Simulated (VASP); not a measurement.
**Tl: electric field gradients with PBE**

Tl:

```
Tl
1.0
     3.45600    0.00000    0.00000
    -1.72800    2.99298    0.00000
     0.00000    0.00000    5.52500
Tl
2
Direct
  0.33333 0.66667 0.25000
  0.68280 0.34515 0.75000
```

This cell differs from its parent crystal: 0.035355, 0.0] A.

```
Program                : VASP 6.6.1
Task                   : electric field gradients
Functional             : PBE
Potentials or basis    : VASP PAW PBE potentials, release 64 (Tl_d)
Cutoff                 : 520 eV
k mesh                 : 11 × 11 × 6
Occupations            : fermi-dirac, width 0.05 eV
Spin                   : no spin polarisation
Dipole correction      : no
Further INCAR settings : ALGO = Normal; EDIFF = 1e-08; NBANDS = 20
```

```
Pressure                                : 3.1 GPa
Largest force                           : 0.015 eV/Å
Band gap on the k mesh                  : zero (bands 13 and 14 overlap by 5.70 eV)
Largest electric field gradient by atom : Tl -23.2 V/Å²
```

Forces in eV/Å, atoms in the order of the input:
```
Tl   0.012  0.010  0.000
Tl  -0.012 -0.010  0.000
```

Stress tensor (GPa, compression positive):
```
3.20 0.11 0.00
0.11 2.97 0.00
0.00 0.00 3.25
```

Levels at points of the mesh, in eV from the Fermi level:
```tsv
k point	band 10	band 11	band 12	band 13	band 14	band 15	band 16	band 17
(0.00, 0.00, 0.00)	-11.06	-10.02	-5.08	-2.81	7.93	8.09	9.97	10.20
(0.00, 0.00, 0.50)	-11.19	-8.59	-8.59	3.39	3.39	8.98	8.98	9.00
```

Electric field gradients, principal values (V/Å²):
| atom | least | middle | greatest (by size) |
| --- | --- | --- | --- |
| 1 Tl | 3.305 | 19.850 | -23.155 |
| 2 Tl | 3.305 | 19.850 | -23.155 |

Wall time 4.2 min on 1 thread of Intel(R) Xeon(R) Platinum 8259CL CPU @ 2.50GHz (Skylake/Cascade Lake), on a shared host, peak memory 0.34 GiB.

Caveat: the cell differs from its parent crystal (0.035355, 0.0] A); the cell stands under pressure; without QUAD_EFG the Cq values of the log hold for a quadrupole moment of 1 mb, not for the nuclei; spin-orbit coupling is left out, which moves the levels of the heavy elements.
